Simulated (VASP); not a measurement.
# BeS (F-43m) in VASP: notebook

Runs on BeS. Level: PBE. Tasks: single point.

All numbers are computed with VASP 6.6.1; they aren't measurements. Logs are shortened: lines on timing, memory, paths and dates and some standing lists are left out, and cuts for length are marked.

### Step 1. The cell of the first run

Symmetry: F-43m, No. 216, cubic system. The conventional cell has a = 4.869 Å, b = 4.869 Å, c = 4.869 Å, α = 90.00°, β = 90.00°, γ = 90.00°. Be (site symmetry -43m) has 4 S at 2.11 Å within 2.8 Å. S (site symmetry -43m) has 4 Be at 2.11 Å within 2.8 Å.

### Step 2. Single point, PBE

File INCAR:

```
SYSTEM = BeS
PREC = Accurate
ENCUT = 520
EDIFF = 1E-6
ISMEAR = -1
SIGMA = 0.02
LREAL = .FALSE.
LASPH = .TRUE.
NELM = 60
ALGO = Normal
ISIF = 2
LWAVE = .FALSE.
LCHARG = .TRUE.
GGA = PE
LELF = .TRUE.
LVHAR = .TRUE.
NBANDS = 11
```

File KPOINTS:

```
regular mesh
0
G
  10 10 10
  0 0 0
```

File POSCAR:

```
BeS
1.0
    0.0000000000      2.4343062282      2.4343062282
    2.4343062282      0.0000000000      2.4343062282
    2.4343062282      2.4343062282      0.0000000000
Be S
1 1
Direct
    0.0000000000      0.0000000000      0.0000000000
    0.2500000000      0.2500000000      0.2500000000
```

Potentials or basis: VASP PAW PBE potentials, release 64 (Be, S).

Started as:

```console
> cat potpaw_PBE.64/Be/POTCAR potpaw_PBE.64/S/POTCAR > POTCAR
> mpirun -np 1 vasp_std > vasp.out
```

OUTCAR:

```text
SYSTEM = BeS
   PREC = Accurate
   ENCUT = 520
   EDIFF = 1E-6
   ISMEAR = -1
   LREAL = .FALSE.
   LASPH = .TRUE.
   NELM = 60
   ISIF = 2
   GGA = PE

 ion  position               nearest neighbor table
   1  0.000  0.000  0.000-   2 2.11   2 2.11   2 2.11   2 2.11
   2  0.250  0.250  0.250-   1 2.11   1 2.11   1 2.11   1 2.11

  LATTYP: Found a face centered cubic cell.
 ALAT       =     4.8686124564

  Lattice vectors:

 A1 = (   0.0000000000,   2.4343062282,   2.4343062282)
 A2 = (   2.4343062282,   0.0000000000,   2.4343062282)
 A3 = (   2.4343062282,   2.4343062282,   0.0000000000)

Analysis of symmetry for initial positions (statically):
=====================================================================
 Subroutine PRICEL returns:
 Original cell was already a primitive cell.

 Routine SETGRP: Setting up the symmetry group for a
 face centered cubic supercell.

 Subroutine GETGRP returns: Found 24 space group operations
 (whereof 24 operations were pure point group operations)
 out of a pool of 48 trial point group operations.

The static configuration has the point symmetry T_d .

Analysis of symmetry for dynamics (positions and initial velocities):
=====================================================================
 Subroutine PRICEL returns:
 Original cell was already a primitive cell.

 Routine SETGRP: Setting up the symmetry group for a
 face centered cubic supercell.

 Subroutine GETGRP returns: Found 24 space group operations
 (whereof 24 operations were pure point group operations)
 out of a pool of 48 trial point group operations.

The dynamic configuration has the point symmetry T_d .

 Subroutine INISYM returns: Found 24 space group operations
 (whereof 24 operations are pure point group operations),
 and found     1 'primitive' translations

----------------------------------------------------------------------------------------

                                     Primitive cell

  volume of cell :      28.8507

  direct lattice vectors                    reciprocal lattice vectors
     0.000000000  2.434306228  2.434306228    -0.205397330  0.205397330  0.205397330
     2.434306228  0.000000000  2.434306228     0.205397330 -0.205397330  0.205397330
     2.434306228  2.434306228  0.000000000     0.205397330  0.205397330 -0.205397330

  length of vectors
     3.442628883  3.442628883  3.442628883     0.355758612  0.355758612  0.355758612

  position of ions in fractional coordinates (direct lattice)
     0.000000000  0.000000000  0.000000000
     0.250000000  0.250000000  0.250000000

  ion indices of the primitive-cell ions
   primitive index   ion index
                 1           1
                 2           2

----------------------------------------------------------------------------------------

 KPOINTS: regular mesh

Automatic generation of k-mesh.
 Grid dimensions read from file:
 generate k-points for:   10   10   10

 Generating k-lattice:

  Cartesian coordinates                     Fractional coordinates (reciprocal lattice)
    -0.020539733  0.020539733  0.020539733     0.100000000  0.000000000  0.000000000
     0.020539733 -0.020539733  0.020539733     0.000000000  0.100000000  0.000000000
     0.020539733  0.020539733 -0.020539733     0.000000000  0.000000000  0.100000000

  Length of vectors
     0.035575861  0.035575861  0.035575861

  Shift w.r.t. Gamma in fractional coordinates (k-lattice)
     0.000000000  0.000000000  0.000000000

 Subroutine IBZKPT returns following result:
 ===========================================

 Found     47 irreducible k-points:

 Following reciprocal coordinates:
            Coordinates               Weight
  0.000000  0.000000  0.000000      1.000000
  0.100000  0.000000  0.000000      8.000000
  0.200000  0.000000  0.000000      8.000000
  0.300000  0.000000  0.000000      8.000000
  0.400000  0.000000  0.000000      8.000000
  0.500000  0.000000  0.000000      4.000000
[... 16 lines left out ...]
  0.300000  0.300000  0.000000      6.000000
  0.400000  0.300000  0.000000     24.000000
 [... further k-points ...]
   k-points           NKPTS =     47   k-points in BZ     NKDIM =     47   number of bands    NBANDS=     11
   number of dos      NEDOS =    301   number of ions     NIONS =      2
   total plane-waves  NPLWV =  21952
   dimension x,y,z NGX =    28 NGY =   28 NGZ =   28
   dimension x,y,z NGXF=    56 NGYF=   56 NGZF=   56
   ions per type =               1   1
   NGX,Y,Z   is equivalent  to a cutoff of  13.52, 13.52, 13.52 a.u.
   NGXF,Y,Z  is equivalent  to a cutoff of  27.04, 27.04, 27.04 a.u.
 SYSTEM =  BeS
   PREC   = accura    normal or accurate (medium, high low for compatibility)
   ISTART =      0    job   : 0-new  1-cont  2-samecut
   ICHARG =      2    charge: 1-file 2-atom 10-const
   ISPIN  =      1    spin polarized calculation?
   LNONCOLLINEAR =      F non collinear calculations
   LSORBIT =      F    spin-orbit coupling
   LASPH  =      T    aspherical Exc in radial PAW
   ENCUT  =  520.0 eV  38.22 Ry    6.18 a.u.   6.40  6.40  6.40*2*pi/ulx,y,z
   NELM   =     60;   NELMIN=  2; NELMDL= -5     # of ELM steps
   EDIFF  = 0.1E-05   stopping-criterion for ELM
   LREAL  =      F    real-space projection
   EDIFFG = 0.1E-04   stopping-criterion for IOM
   NSW    =      0    number of steps for IOM
   IBRION =     -1    ionic relax: 0-MD 1-quasi-New 2-CG
   NFREE  =      0    steps in history (QN), initial steepest desc. (CG)
   ISIF   =      2    stress and relaxation
   ISYM   =      2    0-nonsym 1-usesym 2-fastsym
   POTIM  = 0.5000    time-step for ionic-motion
   TEBEG  =    0.0;   TEEND  =   0.0 temperature during run
   PSTRESS=    0.0 pullay stress
   NELECT =       8.0000    total number of electrons
   NUPDOWN=      -1.0000    fix difference up-down
   EMIN   =  10.00;   EMAX   =-10.00  energy-range for DOS
   EFERMI =   0.00;   METHOD = LEGACY
   ISMEAR =    -1;   SIGMA  =   0.02  broadening in eV -4-tet -1-fermi 0-gaus
   EFERMI_NEDOS =   21; number of points for ismear=-14 and -15
   IALGO  =     38    algorithm
   IMIX   =      4    mixing-type and parameters
     AMIX     =   0.40;   BMIX     =  1.00
     AMIX_MAG =   1.60;   BMIX_MAG =  1.00
  volume/ion in A,a.u.               =      14.43        97.35
  Fermi-wavevector in a.u.,A,eV,Ry     =   1.067545  2.017368 15.505918  1.139653
  Thomas-Fermi vector in A             =   2.203165
   LORBIT       =      0    0 simple, 1 ext, 2 COOP (PROOUT), +10 PAW based schemes
   GGA     = PE    functional components
   LHFCALC =     F    Hartree Fock is set to
   AEXX    =    0.0000 exact exchange contribution
   IVDW    =     0    specifies the selected vdW correction
   LEPSILON=     F    determine dielectric tensor
   LRPA    =     F    only Hartree local field effects (RPA)
 non-spin polarized calculation
  energy-cutoff  :      520.00
  volume of cell :       28.85
 maximum number of plane-waves:       794
 NGX is ok and might be reduce to    28
   NGX = 13   NGY = 13   NGZ = 13

 number of electron       7.9999999 magnetization

 Free energy of the ion-electron system (eV)
  ---------------------------------------------------
  ext. energy  EPLUGINS =         0.00000000
  ---------------------------------------------------
  free energy    TOTEN  =       -10.01328318 eV

  energy without entropy =      -10.01328318  energy(sigma->0) =      -10.01328318

 E-fermi :   4.4937     XC(G=0):  -9.6834

 val. band max:        4.0565153537   @ k =   0.0000   0.0000   0.0000
 cond. band min:       7.1928692615   @ k =   0.5000   0.5000   0.0000
 fundamental gap:      3.1363539078
 Fermi energy:         4.4936603957

 k-point     1 :       0.0000    0.0000    0.0000
  band No.  band energies     occupation
      1      -9.5595      2.00000
      2       4.0565      2.00000
      3       4.0565      2.00000
      4       4.0565      2.00000
      5       9.7309      0.00000
      6       9.7309      0.00000
      7       9.7309      0.00000
      8       9.8454      0.00000
      9      16.8478      0.00000
     10      16.8478      0.00000
     11      18.8398      0.00000

 k-point     2 :       0.1000    0.0000    0.0000
  band No.  band energies     occupation
      1      -9.4470      2.00000
      2       3.2422      2.00000
      3       3.9261      2.00000
      4       3.9261      2.00000
      5       9.6476      0.00000
      6       9.9673      0.00000
      7       9.9673      0.00000
      8      10.7539      0.00000
      9      16.3415      0.00000
     10      16.3415      0.00000
     11      18.7720      0.00000

 k-point     3 :       0.2000    0.0000    0.0000
  band No.  band energies     occupation
      1      -9.1263      2.00000
      2       1.6236      2.00000
      3       3.6291      2.00000
      4       3.6291      2.00000
      5       9.6032      0.00000
      6      10.4448      0.00000
      7      10.4448      0.00000
      8      12.4152      0.00000
      9      15.8487      0.00000
     10      15.8487      0.00000
     11      18.4322      0.00000

 k-point     4 :       0.3000    0.0000    0.0000
  band No.  band energies     occupation
      1      -8.6592      2.00000
      2       0.0144      2.00000
      3       3.3242      2.00000
      4       3.3242      2.00000
      5       9.5533      0.00000
      6      10.7054      0.00000
      7      10.7054      0.00000
      8      13.9745      0.00000
      9      16.2822      0.00000
     10      16.2822      0.00000
     11      18.1957      0.00000
[... 239 lines left out ...]
 k-point    22 :      -0.2000    0.2000    0.0000
  band No.  band energies     occupation
      1      -8.5014      2.00000
      2       0.3479      2.00000
      3       1.7511      2.00000
      4       3.3809      2.00000
      5      10.3296      0.00000
      6      11.1122      0.00000
      7      11.4558      0.00000
      8      12.7291      0.00000
      9      14.6819      0.00000
     10      18.4547      0.00000
     11      19.4772      0.00000

 k-point    23 :       0.3000    0.3000    0.0000
  band No.  band energies     occupation
      1      -8.3596      2.00000
      2       0.6593      2.00000
      3       2.1213      2.00000
      4       2.1213      2.00000
      5       8.1579      0.00000
      6      10.0348      0.00000
      7      13.6890      0.00000
      8      13.6890      0.00000
      9      16.1915      0.00000
     10      18.6661      0.00000
     11      21.3861      0.00000

 k-point    24 :       0.4000    0.3000    0.0000
  band No.  band energies     occupation
      1      -7.9934      2.00000
      2      -0.0624      2.00000
      3       1.6448      2.00000
      4       1.9015      2.00000
      5       8.1352      0.00000
      6       9.9146      0.00000
      7      14.1455      0.00000
      8      14.2775      0.00000
      9      17.6972      0.00000
     10      19.3736      0.00000
     11      20.7808      0.00000

 [... further k-points ...]
[... 5 lines left out ...]
  --------------------------------------------------------------------------------------
  -------------------------------------------------------------------------------------
  Total        0.0802474      0.0802474      0.0802474     -0.0000000      0.0000000      0.0000000
  in kB        4.4564190      4.4564190      4.4564190     -0.0000000      0.0000000      0.0000000
  external PRESSURE =       4.4564190 kB  Pullay stress =       0.0000000 kB

 VOLUME and BASIS-vectors are now :
 -----------------------------------------------------------------------------
  energy-cutoff  :      520.00
  volume of cell :       28.85
      direct lattice vectors                 reciprocal lattice vectors
     0.000000000  2.434306228  2.434306228    -0.205397330  0.205397330  0.205397330
     2.434306228  0.000000000  2.434306228     0.205397330 -0.205397330  0.205397330
     2.434306228  2.434306228  0.000000000     0.205397330  0.205397330 -0.205397330

 POSITION                                       TOTAL-FORCE (eV/Angst)
 -----------------------------------------------------------------------------------
      0.00000      0.00000      0.00000        -0.000000     -0.000000     -0.000000
      1.21715      1.21715      1.21715         0.000000      0.000000      0.000000
 -----------------------------------------------------------------------------------
    total drift:                                0.000000      0.000000      0.000000

  FREE ENERGIE OF THE ION-ELECTRON SYSTEM (eV)
  ---------------------------------------------------
  free  energy   TOTEN  =       -10.0132831833 eV

  energy  without entropy=      -10.0132831833  energy(sigma->0) =      -10.01328318
```

It took 26 s on 1 thread of Intel Xeon 8259CL, shared host; peak memory 0.15 GiB.

What came out:

| Item | Value |
| --- | --- |
| Free energy | -10.0133 eV |
| Pressure | 0.4 GPa |
| Band gap on the k mesh | 3.14 eV, indirect (least direct gap 5.67 eV) |

### Step 3. Single point, PBE (strain +5.0%)

File INCAR:

```
  PREC = Accurate
  ENCUT = 520
  EDIFF = 1E-7
  ISMEAR = -1
  SIGMA = 0.02
  LREAL = False
  LASPH = True
  NELM = 100
  ALGO = Normal
  ISIF = 2
  LWAVE = False
  LCHARG = False
  GGA = PE
  NBANDS = 11
```

File KPOINTS:

```
regular mesh
0
Gamma
  10 10 10
```

File POSCAR:

```
BeS
1.0
    0.0000000000      2.5560215396      2.5560215396
    2.5560215396      0.0000000000      2.5560215396
    2.5560215396      2.5560215396      0.0000000000
Be S
1 1
Direct
    0.0000000000      0.0000000000      0.0000000000
    0.2500000000      0.2500000000      0.2500000000
```

Potentials or basis: VASP PAW PBE potentials, release 64 (Be, S).

Started as:

```console
> cat potpaw_PBE.64/Be/POTCAR potpaw_PBE.64/S/POTCAR > POTCAR
> mpirun -np 1 vasp_std > vasp.out
```

Wall time 26 s (1 thread of Intel Xeon 8259CL, shared host); peak memory 0.15 GiB.

It converged, with:

| Quantity | Value |
| --- | --- |
| Free energy | -9.8596 eV |
| Pressure | -10.0 GPa |
| Band gap on the k mesh | 3.41 eV, indirect (least direct gap 4.63 eV) |

Levels at points of the mesh, in eV from the valence-band top:
| k point | band 1 | band 2 | band 3 | band 4 | band 5 | band 6 | band 7 | band 8 |
| --- | --- | --- | --- | --- | --- | --- | --- | --- |
| (0.00, 0.00, 0.00) | -12.73 | 0.00 | 0.00 | 0.00 | 4.63 | 5.68 | 5.68 | 5.68 |
| (0.50, 0.00, 0.00) | -11.52 | -4.85 | -0.84 | -0.84 | 4.89 | 6.54 | 6.54 | 10.38 |
| (0.50, 0.50, 0.00) | -11.11 | -4.28 | -2.14 | -2.14 | 3.41 | 4.98 | 11.52 | 11.52 |

Caveat: the cell differs from its parent crystal (strain +5.0%).
